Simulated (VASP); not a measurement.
# Al3Cu2 (P-3m1) in VASP: settings compared

Al3Cu2 is run at these levels: LDA, r2SCAN; tasks: single point.

Everything below comes from runs of VASP 6.6.1. Logs are shortened: lines on timing, memory, paths and dates and some standing lists are left out, and cuts for length are marked.

**1. The cell of the first run**

The structure is trigonal, space group P-3m1 (No. 164). The conventional cell has a = 4.143 Å, b = 4.143 Å, c = 5.040 Å, α = 90.00°, β = 90.00°, γ = 120.00°. Al (site symmetry -3m) has 6 Cu at 2.52 Å and 6 Al at 2.98 Å within 3.3 Å. Al (site symmetry 3m) has 5 Cu at 2.46 to 2.58 Å and 6 Al at 2.82 to 2.98 Å within 3.3 Å. Cu (site symmetry 3m) has 8 Al at 2.46 to 2.58 Å and 3 Cu at 2.88 Å within 3.3 Å.

**2. Single point, LDA**

Input file INCAR:

```
SYSTEM = Al3Cu2
PREC = Accurate
ENCUT = 520
EDIFF = 1E-6
ISMEAR = 0
SIGMA = 0.1
LREAL = .FALSE.
LASPH = .TRUE.
NELM = 100
ALGO = Normal
ISIF = 2
LWAVE = .FALSE.
LCHARG = .FALSE.
NBANDS = 24
```

Input file KPOINTS:

```
Automatic mesh
0
G
  12 12 8
  0 0 0
```

Input file POSCAR:

```
Al3Cu2
1.0
    4.1426523345      0.0000000000      0.0000000000
   -2.0713261672      3.5876421607      0.0000000000
    0.0000000000      0.0000000000      5.0402725445
Al Cu
3 2
Direct
    0.0000000000      0.0000000000      0.0000000000
    0.3333333333      0.6666666667      0.3511894952
    0.6666666667      0.3333333333      0.6488105048
    0.3333333333      0.6666666667      0.8401750527
    0.6666666667      0.3333333333      0.1598249473
```

Potentials or basis: VASP PAW LDA potentials, release 64 (Al, Cu).

The run is started by

```console
cat potpaw_LDA.64/Al/POTCAR potpaw_LDA.64/Cu/POTCAR > POTCAR
mpirun -np 1 vasp_std > vasp.out
```

OUTCAR:

```text
SYSTEM = Al3Cu2
   PREC = Accurate
   ENCUT = 520
   EDIFF = 1E-6
   ISMEAR = 0
   LREAL = .FALSE.
   LASPH = .TRUE.
   NELM = 100
   ISIF = 2

 ion  position               nearest neighbor table
   1  0.000  0.000  0.000-   4 2.52   5 2.52   4 2.52   5 2.52   5 2.52   4 2.52   2 2.98   3 2.98
                             2 2.98   3 2.98   2 2.98   3 2.98
   2  0.333  0.667  0.351-   4 2.46   4 2.58   5 2.58   5 2.58   5 2.58   3 2.82   3 2.82   3 2.82
                             1 2.98   1 2.98   1 2.98
   3  0.667  0.333  0.649-   5 2.46   5 2.58   4 2.58   4 2.58   4 2.58   2 2.82   2 2.82   2 2.82
                             1 2.98   1 2.98   1 2.98
   4  0.333  0.667  0.840-   2 2.46   1 2.52   1 2.52   1 2.52   2 2.58   3 2.58   3 2.58   3 2.58

   5  0.667  0.333  0.160-   3 2.46   1 2.52   1 2.52   1 2.52   3 2.58   2 2.58   2 2.58   2 2.58

  LATTYP: Found a hexagonal cell.
 ALAT       =     4.1426523345
 C/A-ratio  =     1.2166776590

  Lattice vectors:

 A1 = (   4.1426523345,   0.0000000000,   0.0000000000)
 A2 = (  -2.0713261672,   3.5876421607,   0.0000000000)
 A3 = (   0.0000000000,   0.0000000000,   5.0402725445)

Analysis of symmetry for initial positions (statically):
=====================================================================
 Subroutine PRICEL returns:
 Original cell was already a primitive cell.

 Routine SETGRP: Setting up the symmetry group for a
 hexagonal supercell.

 Subroutine GETGRP returns: Found 12 space group operations
 (whereof 12 operations were pure point group operations)
 out of a pool of 24 trial point group operations.

The static configuration has the point symmetry D_3d.

Analysis of symmetry for dynamics (positions and initial velocities):
=====================================================================
 Subroutine PRICEL returns:
 Original cell was already a primitive cell.

 Routine SETGRP: Setting up the symmetry group for a
 hexagonal supercell.

 Subroutine GETGRP returns: Found 12 space group operations
 (whereof 12 operations were pure point group operations)
 out of a pool of 24 trial point group operations.

The dynamic configuration has the point symmetry D_3d.

 Subroutine INISYM returns: Found 12 space group operations
 (whereof 12 operations are pure point group operations),
 and found     1 'primitive' translations

----------------------------------------------------------------------------------------

                                     Primitive cell

[... 94 lines left out ...]
   ENCUT  =  520.0 eV  38.22 Ry    6.18 a.u.   7.70  7.70  9.37*2*pi/ulx,y,z
   NELM   =    100;   NELMIN=  2; NELMDL= -5     # of ELM steps
   EDIFF  = 0.1E-05   stopping-criterion for ELM
   LREAL  =      F    real-space projection
   EDIFFG = 0.1E-04   stopping-criterion for IOM
   NSW    =      0    number of steps for IOM
   IBRION =     -1    ionic relax: 0-MD 1-quasi-New 2-CG
   NFREE  =      0    steps in history (QN), initial steepest desc. (CG)
   ISIF   =      2    stress and relaxation
   ISYM   =      2    0-nonsym 1-usesym 2-fastsym
   POTIM  = 0.5000    time-step for ionic-motion
   TEBEG  =    0.0;   TEEND  =   0.0 temperature during run
   PSTRESS=    0.0 pullay stress
   NELECT =      31.0000    total number of electrons
   NUPDOWN=      -1.0000    fix difference up-down
   EMIN   =  10.00;   EMAX   =-10.00  energy-range for DOS
   EFERMI =   0.00;   METHOD = LEGACY
   ISMEAR =     0;   SIGMA  =   0.10  broadening in eV -4-tet -1-fermi 0-gaus
   EFERMI_NEDOS =   21; number of points for ismear=-14 and -15
   IALGO  =     38    algorithm
   IMIX   =      4    mixing-type and parameters
     AMIX     =   0.40;   BMIX     =  1.00
     AMIX_MAG =   1.60;   BMIX_MAG =  1.00
  volume/ion in A,a.u.               =      14.98       101.10
  Fermi-wavevector in a.u.,A,eV,Ry     =   1.219967  2.305404 20.249826  1.488320
  Thomas-Fermi vector in A             =   2.355201
   LORBIT       =      0    0 simple, 1 ext, 2 COOP (PROOUT), +10 PAW based schemes
   GGA     = CA    functional components
   LHFCALC =     F    Hartree Fock is set to
   AEXX    =    0.0000 exact exchange contribution
   IVDW    =     0    specifies the selected vdW correction
   LEPSILON=     F    determine dielectric tensor
   LRPA    =     F    only Hartree local field effects (RPA)
 non-spin polarized calculation
 Gauss-broadening in eV      SIGMA  =   0.10
  energy-cutoff  :      520.00
  volume of cell :       74.91
 maximum number of plane-waves:      2036
 NGX is ok and might be reduce to    32

 number of electron      31.0000014 magnetization

 Free energy of the ion-electron system (eV)
  ---------------------------------------------------
  ext. energy  EPLUGINS =         0.00000000
  ---------------------------------------------------
  free energy    TOTEN  =       -22.82551876 eV

  energy without entropy =      -22.81689916  energy(sigma->0) =      -22.82120896

 E-fermi :   7.7903     XC(G=0): -11.0345

 val. band max:        7.7840889216   @ k =   0.4167  -0.0000   0.0000
 cond. band min:       7.8102814038   @ k =   0.4167   0.0833   0.0000
 fundamental gap:      0.0261924821
 Fermi energy:         7.7902885315

 k-point     1 :       0.0000    0.0000    0.0000
  band No.  band energies     occupation
      1      -3.1802      2.00000
      2       1.5353      2.00000
      3       2.0367      2.00000
      4       2.5811      2.00000
      5       2.5811      2.00000
      6       2.9312      2.00000
[... 637 lines left out ...]
     23      13.1776      0.00000
     24      13.5988      0.00000

 [... further k-points ...]
[... 5 lines left out ...]
  --------------------------------------------------------------------------------------
  -------------------------------------------------------------------------------------
  Total       -2.8908724     -2.8908724     -2.9803670     -0.0000000     -0.0000000      0.0000000
  in kB      -61.8298056    -61.8298056    -63.7439098     -0.0000000     -0.0000000      0.0000000
  external PRESSURE =     -62.4678404 kB  Pullay stress =       0.0000000 kB

 VOLUME and BASIS-vectors are now :
 -----------------------------------------------------------------------------
  energy-cutoff  :      520.00
  volume of cell :       74.91
      direct lattice vectors                 reciprocal lattice vectors
     4.142652335  0.000000000  0.000000000     0.241391244  0.139367300  0.000000000
    -2.071326167  3.587642161  0.000000000     0.000000000  0.278734599  0.000000000
     0.000000000  0.000000000  5.040272544     0.000000000  0.000000000  0.198401970

 POSITION                                       TOTAL-FORCE (eV/Angst)
 -----------------------------------------------------------------------------------
      0.00000      0.00000      0.00000         0.000000      0.000000      0.000000
     -0.00000      2.39176      1.77009         0.000000      0.000000     -0.073651
      2.07133      1.19588      3.27018        -0.000000     -0.000000      0.073651
     -0.00000      2.39176      4.23471        -0.000000      0.000000      0.040136
      2.07133      1.19588      0.80556         0.000000      0.000000     -0.040136
 -----------------------------------------------------------------------------------
    total drift:                               -0.000000      0.000000     -0.000000

  FREE ENERGIE OF THE ION-ELECTRON SYSTEM (eV)
  ---------------------------------------------------
  free  energy   TOTEN  =       -22.8255187634 eV

  energy  without entropy=      -22.8168991576  energy(sigma->0) =      -22.82120896
```

stdout:

```text
POSCAR found type information on POSCAR AlCu
 POSCAR found :  2 types and       5 ions
 scaLAPACK will be used
 LDA part: xc-table for (Slater(with rela. corr.)+CA(PZ))
 , standard interpolation
 POSCAR, INCAR and KPOINTS ok, starting setup
 FFT: planning ... GRIDC
 FFT: planning ... GRID_SOFT
 FFT: planning ... GRID
 WAVECAR not read
 entering main loop
```

It took 76 s on 1 thread of Intel Xeon 6975P-C (Granite Rapids), shared host; peak memory 0.3 GiB.

What came out:

- Free energy: -22.8255 eV
- Pressure: -6.2 GPa
- Largest force: 0.074 eV/Å

Forces in eV/Å, atoms in the order of the input:
```
Al   0.000  0.000  0.000
Al   0.000  0.000 -0.074
Al   0.000  0.000  0.074
Cu   0.000  0.000  0.040
Cu   0.000  0.000 -0.040
```

Stress tensor (GPa, compression positive):
```
-6.18  0.00  0.00
 0.00 -6.18  0.00
 0.00  0.00 -6.37
```

**3. Single point, r2SCAN**

POSCAR is that of step 2.

Input file INCAR.step1:

```
ALGO = Normal ; EDIFF = 1E-4
ENCUT = 520 ; GGA = PE
ISMEAR = -5 ; LASPH = True
LCHARG = False ; LMAXMIX = 4
LREAL = False ; LWAVE = True
NBANDS = 24 ; NELM = 100
PREC = Accurate ; SIGMA = 0.1
```

Input file INCAR.step2:

```
ALGO = Normal ; EDIFF = 1E-7
ENCUT = 520 ; ISIF = 2
ISMEAR = 0 ; ISTART = 1
LASPH = True ; LCHARG = False
LMAXMIX = 4 ; LMIXTAU = True
LORBIT = 10 ; LREAL = False
LWAVE = False ; METAGGA = R2SCAN
NBANDS = 24 ; NELM = 100
PREC = Accurate ; SIGMA = 0.1
```

Input file KPOINTS:

```
k-points
0
Gamma
  12 12 8
```

Potentials or basis: VASP PAW PBE potentials, release 64 (Al, Cu).

The run is started by

```console
cat potpaw_PBE.64/Al/POTCAR potpaw_PBE.64/Cu/POTCAR > POTCAR
cp INCAR.step1 INCAR
mpirun -np 1 vasp_std > vasp.out
cp INCAR.step2 INCAR
mpirun -np 1 vasp_std > vasp.out
```

Wall time 5.5 min (1 thread of Intel Xeon 6975P-C (Granite Rapids), shared host); peak memory 0.34 GiB.

The run converged. Its results:

```yaml
Free_energy: -42.7941 eV
Pressure: -3.4 GPa
Largest_force: 0.069 eV/Å
Valence_electrons_inside_the_program's_atomic_spheres: Al 0.78, 0.77; Cu 10.16
```

Forces on the atoms (eV/Å):
```
Al   0.000  0.000  0.000
Al   0.000  0.000 -0.069
Al   0.000  0.000  0.069
Cu   0.000  0.000  0.013
Cu   0.000  0.000 -0.013
```

Stress tensor (GPa, compression positive):
```
-3.31  0.00  0.00
 0.00 -3.31  0.00
 0.00  0.00 -3.49
```

Levels at points of the mesh, in eV from the Fermi level:
| k point | band 13 | band 14 | band 15 | band 16 | band 17 | band 18 |
| --- | --- | --- | --- | --- | --- | --- |
| (0.00, 0.00, 0.00) | -3.70 | -0.22 | -0.22 | 1.35 | 1.35 | 2.70 |
| (0.50, 0.00, 0.00) | -3.18 | -3.10 | -2.67 | -0.78 | -0.05 | 0.53 |
| (0.00, 0.00, 0.50) | 1.20 | 1.20 | 1.38 | 1.38 | 1.87 | 2.43 |
| (0.50, 0.00, 0.50) | -4.18 | -3.59 | -1.84 | -0.21 | 0.86 | 1.02 |

Caveat: the PAW data sets were made with another functional, which shifts forces and pressure a little.
